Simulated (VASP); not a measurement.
# As (R-3m) in VASP: single point with r2SCAN

Aim: the single point of As with r2SCAN.

Program: VASP 6.6.1. These are calculated values, not measurements. Logs are shortened: lines on timing, memory, paths and dates and some standing lists are left out, and cuts for length are marked.

## Step 1: The cell of the first run

It takes space group R-3m (No. 166, trigonal). Conventional cell: a = 4.286 Å, b = 4.286 Å, c = 3.727 Å, α = 90.00°, β = 90.00°, γ = 120.00°. Within 3.6 Å of As (site symmetry -3m) lie 12 As at 2.77 to 3.51 Å.

## Step 2: Single point, r2SCAN

Contents of POSCAR:

```
As
1.0
    2.7376892789     -0.2929630594     -0.2929630594
   -0.2929630594      2.7376892789     -0.2929630594
   -0.2929630594     -0.2929630594      2.7376892789
As
1
Direct
    0.5000000000      0.5000000000      0.5000000000
```

Contents of INCAR.step1:

```
SYSTEM = As
ALGO = Normal
EDIFF = 1E-4
ENCUT = 520
GGA = PE
ISMEAR = 0
LASPH = .TRUE.
LCHARG = .FALSE.
LREAL = .FALSE.
LWAVE = .TRUE.
NBANDS = 8
NELM = 100
PREC = Accurate
SIGMA = 0.15
```

Contents of INCAR.step2:

```
SYSTEM = As
ALGO = Normal
EDIFF = 1E-6
ENCUT = 520
ISIF = 2
ISMEAR = 0
ISTART = 1
LASPH = .TRUE.
LCHARG = .FALSE.
LMIXTAU = .TRUE.
LREAL = .FALSE.
LWAVE = .FALSE.
METAGGA = R2SCAN
NBANDS = 8
NELM = 100
PREC = Accurate
SIGMA = 0.15
```

Contents of KPOINTS:

```
k-points
0
G
  20 20 20
  0 0 0
```

Potentials or basis: VASP PAW PBE potentials, release 64 (As).

Command:

```bash
$ cat potpaw_PBE.64/As/POTCAR > POTCAR
$ cp INCAR.step1 INCAR
$ mpirun -np 1 vasp_std > vasp.out
$ cp INCAR.step2 INCAR
$ mpirun -np 1 vasp_std > vasp.out
```

OUTCAR:

```text
SYSTEM = As
   EDIFF = 1E-6
   ENCUT = 520
   ISIF = 2
   ISMEAR = 0
   ISTART = 1
   LASPH = .TRUE.
   LREAL = .FALSE.
   METAGGA = R2SCAN
   NELM = 100
   PREC = Accurate

 ion  position               nearest neighbor table
   1  0.500  0.500  0.500-

  LATTYP: Found a trigonal (rhomboedric) cell.
 ALAT       =     2.7688620941
 COS(alpha) =    -0.1980352223

  Lattice vectors:

 A1 = (   2.7376892789,  -0.2929630594,  -0.2929630594)
 A2 = (  -0.2929630594,   2.7376892789,  -0.2929630594)
 A3 = (  -0.2929630594,  -0.2929630594,   2.7376892789)

Analysis of symmetry for initial positions (statically):
=====================================================================
 Subroutine PRICEL returns:
 Original cell was already a primitive cell.

 Routine SETGRP: Setting up the symmetry group for a
 trigonal (rhombohedral) supercell.

 Subroutine GETGRP returns: Found 12 space group operations
 (whereof 12 operations were pure point group operations)
 out of a pool of 12 trial point group operations.

The static configuration has the point symmetry D_3d.

Analysis of symmetry for dynamics (positions and initial velocities):
=====================================================================
 Subroutine PRICEL returns:
 Original cell was already a primitive cell.

 Routine SETGRP: Setting up the symmetry group for a
 trigonal (rhombohedral) supercell.

 Subroutine GETGRP returns: Found 12 space group operations
 (whereof 12 operations were pure point group operations)
 out of a pool of 12 trial point group operations.

The dynamic configuration has the point symmetry D_3d.

 Subroutine INISYM returns: Found 12 space group operations
 (whereof 12 operations are pure point group operations),
 and found     1 'primitive' translations

----------------------------------------------------------------------------------------

                                     Primitive cell

  volume of cell :      19.7636

  direct lattice vectors                    reciprocal lattice vectors
     2.737689279 -0.292963059 -0.292963059     0.374886364  0.044924399  0.044924399
    -0.292963059  2.737689279 -0.292963059     0.044924399  0.374886364  0.044924399
    -0.292963059 -0.292963059  2.737689279     0.044924399  0.044924399  0.374886364

  length of vectors
     2.768862094  2.768862094  2.768862094     0.380231757  0.380231757  0.380231757

  position of ions in fractional coordinates (direct lattice)
     0.500000000  0.500000000  0.500000000

  ion indices of the primitive-cell ions
   primitive index   ion index
                 1           1

----------------------------------------------------------------------------------------

 KPOINTS: k-points

Automatic generation of k-mesh.
 Grid dimensions read from file:
 generate k-points for:   20   20   20

 Generating k-lattice:

  Cartesian coordinates                     Fractional coordinates (reciprocal lattice)
     0.018744318  0.002246220  0.002246220     0.050000000 -0.000000000 -0.000000000
     0.002246220  0.018744318  0.002246220    -0.000000000  0.050000000 -0.000000000
     0.002246220  0.002246220  0.018744318    -0.000000000 -0.000000000  0.050000000

  Length of vectors
     0.019011588  0.019011588  0.019011588

  Shift w.r.t. Gamma in fractional coordinates (k-lattice)
     0.000000000  0.000000000  0.000000000

 Subroutine IBZKPT returns following result:
 ===========================================

 Found    781 irreducible k-points:

 Following reciprocal coordinates:
            Coordinates               Weight
  0.000000  0.000000  0.000000      1.000000
  0.050000  0.000000  0.000000      6.000000
  0.100000  0.000000  0.000000      6.000000
  0.150000 -0.000000 -0.000000      6.000000
  0.200000  0.000000  0.000000      6.000000
  0.250000  0.000000  0.000000      6.000000
[... 16 lines left out ...]
 -0.400000  0.050000 -0.000000     12.000000
 -0.350000  0.050000  0.000000     12.000000
 [... further k-points ...]
   k-points           NKPTS =    781   k-points in BZ     NKDIM =    781   number of bands    NBANDS=      8
   number of dos      NEDOS =    301   number of ions     NIONS =      1
   total plane-waves  NPLWV =  13824
   dimension x,y,z NGX =    24 NGY =   24 NGZ =   24
   dimension x,y,z NGXF=    48 NGYF=   48 NGZF=   48
   ions per type =               1
   NGX,Y,Z   is equivalent  to a cutoff of  14.41, 14.41, 14.41 a.u.
   NGXF,Y,Z  is equivalent  to a cutoff of  28.82, 28.82, 28.82 a.u.
 SYSTEM =  As
   PREC   = accura    normal or accurate (medium, high low for compatibility)
   ISTART =      1    job   : 0-new  1-cont  2-samecut
   ICHARG =      0    charge: 1-file 2-atom 10-const
   ISPIN  =      1    spin polarized calculation?
   LNONCOLLINEAR =      F non collinear calculations
   LSORBIT =      F    spin-orbit coupling
   LASPH  =      T    aspherical Exc in radial PAW
   ENCUT  =  520.0 eV  38.22 Ry    6.18 a.u.   5.15  5.15  5.15*2*pi/ulx,y,z
   NELM   =    100;   NELMIN=  2; NELMDL=  0     # of ELM steps
   EDIFF  = 0.1E-05   stopping-criterion for ELM
   LREAL  =      F    real-space projection
   EDIFFG = 0.1E-04   stopping-criterion for IOM
   NSW    =      0    number of steps for IOM
   IBRION =     -1    ionic relax: 0-MD 1-quasi-New 2-CG
   NFREE  =      0    steps in history (QN), initial steepest desc. (CG)
   ISIF   =      2    stress and relaxation
   ISYM   =      2    0-nonsym 1-usesym 2-fastsym
   POTIM  = 0.5000    time-step for ionic-motion
   TEBEG  =    0.0;   TEEND  =   0.0 temperature during run
   PSTRESS=    0.0 pullay stress
   NELECT =       5.0000    total number of electrons
   NUPDOWN=      -1.0000    fix difference up-down
   EMIN   =  10.00;   EMAX   =-10.00  energy-range for DOS
   EFERMI =   0.00;   METHOD = LEGACY
   ISMEAR =     0;   SIGMA  =   0.15  broadening in eV -4-tet -1-fermi 0-gaus
   EFERMI_NEDOS =   21; number of points for ismear=-14 and -15
   IALGO  =     38    algorithm
   IMIX   =      4    mixing-type and parameters
     AMIX     =   0.40;   BMIX     =  1.00
     AMIX_MAG =   1.60;   BMIX_MAG =  1.00
  volume/ion in A,a.u.               =      19.76       133.37
  Fermi-wavevector in a.u.,A,eV,Ry     =   1.035403  1.956627 14.586243  1.072059
  Thomas-Fermi vector in A             =   2.169744
   LORBIT       =      0    0 simple, 1 ext, 2 COOP (PROOUT), +10 PAW based schemes
   METAGGA = R2SCAN    functional components
   LHFCALC =     F    Hartree Fock is set to
   AEXX    =    0.0000 exact exchange contribution
   IVDW    =     0    specifies the selected vdW correction
   LEPSILON=     F    determine dielectric tensor
   LRPA    =     F    only Hartree local field effects (RPA)
 non-spin polarized calculation
 Gauss-broadening in eV      SIGMA  =   0.15
  energy-cutoff  :      520.00
  volume of cell :       19.76
 maximum number of plane-waves:       547
 NGX is ok and might be reduce to    24
   NGX = 11   NGY = 11   NGZ = 11

 number of electron       5.0000000 magnetization

 Free energy of the ion-electron system (eV)
  ---------------------------------------------------
  ext. energy  EPLUGINS =         0.00000000
  ---------------------------------------------------
  free energy    TOTEN  =       -14.31250071 eV

  energy without entropy =      -14.30721726  energy(sigma->0) =      -14.30985899

 E-fermi :   5.7169     XC(G=0): -10.9992

 val. band max:        5.7091681877   @ k =  -0.3000   0.2000   0.2000
 cond. band min:       5.7174861621   @ k =  -0.4500   0.5000   0.3500
 fundamental gap:      0.0083179744
 Fermi energy:         5.7168656020

 k-point     1 :       0.0000    0.0000    0.0000
  band No.  band energies     occupation
      1      -9.7428      2.00000
      2       9.4599      0.00000
      3      11.4851      0.00000
      4      11.4851      0.00000
      5      15.9073      0.00000
      6      15.9073      0.00000
      7      18.0723      0.00000
      8      26.4821      0.00000

 k-point     2 :       0.0500    0.0000    0.0000
  band No.  band energies     occupation
      1      -9.6917      2.00000
      2       9.2394      0.00000
      3      11.0165      0.00000
      4      11.4794      0.00000
      5      15.9704      0.00000
      6      16.4557      0.00000
      7      18.3353      0.00000
      8      25.3707      0.00000

 k-point     3 :       0.1000    0.0000    0.0000
  band No.  band energies     occupation
      1      -9.5386      2.00000
      2       8.3422      0.00000
      3      10.4592      0.00000
      4      11.4674      0.00000
      5      16.1439      0.00000
      6      17.3064      0.00000
      7      19.2356      0.00000
      8      24.2718      0.00000

 k-point     4 :       0.1500   -0.0000   -0.0000
  band No.  band energies     occupation
      1      -9.2856      2.00000
      2       6.8970      0.00000
      3      10.2628      0.00000
      4      11.4615      0.00000
      5      16.3805      0.00000
      6      17.9451      0.00000
      7      20.3310      0.00000
      8      23.7147      0.00000

 k-point     5 :       0.2000    0.0000    0.0000
  band No.  band energies     occupation
      1      -8.9364      2.00000
      2       5.3190      1.99982
      3      10.2082      0.00000
      4      11.4752      0.00000
      5      16.6022      0.00000
      6      18.4825      0.00000
      7      20.5718      0.00000
      8      23.0144      0.00000
[... 177 lines left out ...]
 k-point    22 :      -0.4500    0.0500   -0.0000
  band No.  band energies     occupation
      1      -6.4249      2.00000
      2      -0.7036      2.00000
      3      10.2875      0.00000
      4      11.7552      0.00000
      5      16.2048      0.00000
      6      17.3225      0.00000
      7      22.4886      0.00000
      8      24.2615      0.00000

 k-point    23 :      -0.4000    0.0500   -0.0000
  band No.  band energies     occupation
      1      -6.9214      2.00000
      2       0.1603      2.00000
      3      10.4119      0.00000
      4      11.8449      0.00000
      5      16.2631      0.00000
      6      17.4436      0.00000
      7      21.4130      0.00000
      8      23.2130      0.00000

 k-point    24 :      -0.3500    0.0500    0.0000
  band No.  band energies     occupation
      1      -7.4942      2.00000
      2       1.3117      2.00000
      3      10.4778      0.00000
      4      11.8880      0.00000
      5      16.3887      0.00000
      6      17.7612      0.00000
      7      20.4504      0.00000
      8      22.3861      0.00000

 [... further k-points ...]
[... 5 lines left out ...]
  --------------------------------------------------------------------------------------
  -------------------------------------------------------------------------------------
  Total       -0.1942240     -0.1942240     -0.1942240      0.6081001      0.6081001      0.6081001
  in kB      -15.7451497    -15.7451497    -15.7451497     49.2968214     49.2968214     49.2968214
  external PRESSURE =     -15.7451497 kB  Pullay stress =       0.0000000 kB

 VOLUME and BASIS-vectors are now :
 -----------------------------------------------------------------------------
  energy-cutoff  :      520.00
  volume of cell :       19.76
      direct lattice vectors                 reciprocal lattice vectors
     2.737689279 -0.292963059 -0.292963059     0.374886364  0.044924399  0.044924399
    -0.292963059  2.737689279 -0.292963059     0.044924399  0.374886364  0.044924399
    -0.292963059 -0.292963059  2.737689279     0.044924399  0.044924399  0.374886364

 POSITION                                       TOTAL-FORCE (eV/Angst)
 -----------------------------------------------------------------------------------
      1.07588      1.07588      1.07588        -0.000000     -0.000000     -0.000000
 -----------------------------------------------------------------------------------
    total drift:                                0.000000     -0.000000     -0.000000

  FREE ENERGIE OF THE ION-ELECTRON SYSTEM (eV)
  ---------------------------------------------------
  free  energy   TOTEN  =       -14.3125007134 eV

  energy  without entropy=      -14.3072172610  energy(sigma->0) =      -14.30985899
```

It took 4.3 min on 1 thread of Intel Xeon Platinum 8488C (Sapphire Rapids), shared host; peak memory 0.24 GiB.

What came out:

| Property | Result |
| --- | --- |
| Free energy | -14.3125 eV |
| Pressure | -1.6 GPa |

Stress tensor (GPa, compression positive):
```
-1.57  4.93  4.93
 4.93 -1.57  4.93
 4.93  4.93 -1.57
```

Levels at points of the mesh, in eV from the Fermi level:
| k point | band 1 | band 2 | band 3 | band 4 | band 5 | band 6 | band 7 |
| --- | --- | --- | --- | --- | --- | --- | --- |
| (0.00, 0.00, 0.00) | -15.46 | 3.74 | 5.77 | 5.77 | 10.19 | 10.19 | 12.36 |
| (0.50, 0.00, 0.00) | -11.92 | -6.89 | 4.68 | 6.18 | 10.19 | 11.39 | 18.90 |
| (0.50, 0.50, 0.00) | -9.14 | -5.74 | -1.95 | 4.26 | 6.96 | 13.01 | 17.92 |
| (0.50, 0.50, 0.50) | -5.98 | -2.86 | -2.86 | -0.17 | 5.02 | 5.02 | 13.43 |

Caveat: the PAW data sets were made with another functional, which shifts forces and pressure a little.
